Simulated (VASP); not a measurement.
Write the native input for VASP 6.6.1 that does the following.

```
Task                   : single point
Functional             : LDA
Potentials or basis    : VASP PAW LDA potentials, release 64 (Al, N)
Cutoff                 : 520 eV
k mesh                 : 8 × 6 × 4
Occupations            : gaussian, width 0.05 eV
Spin                   : no spin polarisation
Dipole correction      : no
Further INCAR settings : ALGO = Normal; EDIFF = 1e-06; NBANDS = 26
```

The structure of AlN lies in POSCAR:

```
AlN
1.0
   -1.6378403119      2.8368226349      0.0000000000
    0.0000000000      0.0000000000      4.1006264518
    4.9135209358      2.8368226349      0.0000000000
Al N
4 4
Direct
    0.5087842203      0.7500000000      0.2453041967
    1.0000000000      0.7500000000      0.6666666667
    0.0000000000      0.2500000000      0.3333333333
    0.5000000000      0.2500000000      0.8333333333
    0.5000000000      0.2500000000      0.1666666667
    1.0000000000      0.2500000000      0.6666666667
    0.0000000000      0.7500000000      0.3333333333
    0.5000000000      0.7500000000      0.8333333333
```

This cell differs from its parent crystal: atom 1 (Al) moved by +0.372 Å along [1 0 0] and +0.248 Å along [1 2 0].

These files were run (other wordings do the same):

INCAR

```
ALGO = Normal
EDIFF = 1E-6
ENCUT = 520
ISIF = 2
ISMEAR = 0
LASPH = T
LCHARG = F
LREAL = F
LWAVE = F
NBANDS = 26
NELM = 100
PREC = Accurate
SIGMA = 0.05
```

KPOINTS

```
k-points
0
Gamma
  8 6 4
```

Potentials or basis: VASP PAW LDA potentials, release 64 (Al, N).

Run with:

```sh
$ cat potpaw_LDA.64/Al/POTCAR potpaw_LDA.64/N/POTCAR > POTCAR
$ mpirun -np 1 vasp_std > vasp.out
```

Results of the run:

```json
{
  "Pressure": "6.7 GPa",
  "Largest force": "6.098 eV/Å",
  "Band gap on the k mesh": "2.76 eV, direct"
}
```

Caveat: the cell differs from its parent crystal (atom 1 (Al) moved by +0.372 Å along [1 0 0] and +0.248 Å along [1 2 0]); forces of over 1 eV/Å act on the atoms, so gaps and moduli don't describe the material at rest.

Run time: 3.4 min on 1 thread of AMD EPYC 7R13 (shared host), peak memory 0.19 GiB.
